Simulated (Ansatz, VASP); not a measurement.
## InP3 in VASP and in Ansatz

```
In P
1.0
     3.71499    2.14485    3.01703
    -3.71499    2.14485    3.01703
     0.00000   -4.28970    3.01703
In P
2 6
Direct
  0.27328 0.27328 0.27328
  0.72672 0.72672 0.72672
  0.79471 0.24119 0.79471
  0.79471 0.79471 0.24119
  0.24119 0.79471 0.79471
  0.20529 0.75881 0.20529
  0.75881 0.20529 0.20529
  0.20529 0.20529 0.75881
```

Change from the starting cell: strain +0.000 along x and y, -0.080 along z, atoms carried along.

Alike in both runs: task single point; functional PBEsol; k mesh 6 × 6 × 6; occupations gaussian, width 0.15 eV; no spin polarisation.

|  | VASP | Ansatz |
| --- | --- | --- |
| version | VASP 6.6.1 | Ansatz 0.2.0 |
| potentials or method | VASP PAW PBE potentials, release 64 (In_d, P), cutoff 520 eV | scalar-relativistic, plane waves, PAW |
| valence electrons in the cell | 56 | 56 |

```csv
,VASP,Ansatz,Ansatz less VASP
gap on the k mesh at the Fermi level (eV),none,none,-
pressure (GPa),7.0,7.0,+0.02
"traceless stress, the component that is largest in VASP (GPa)",3.14,3.09,-0.052
rms of the force components (eV/Å),0.349,0.361,+0.0117
```

VASP's potentials were made for PBE, not for PBEsol. Atom by atom the forces differ by 0.013 eV/Å (rms over components). A gap of «none» marks a metal or a gap that the smearing closes.
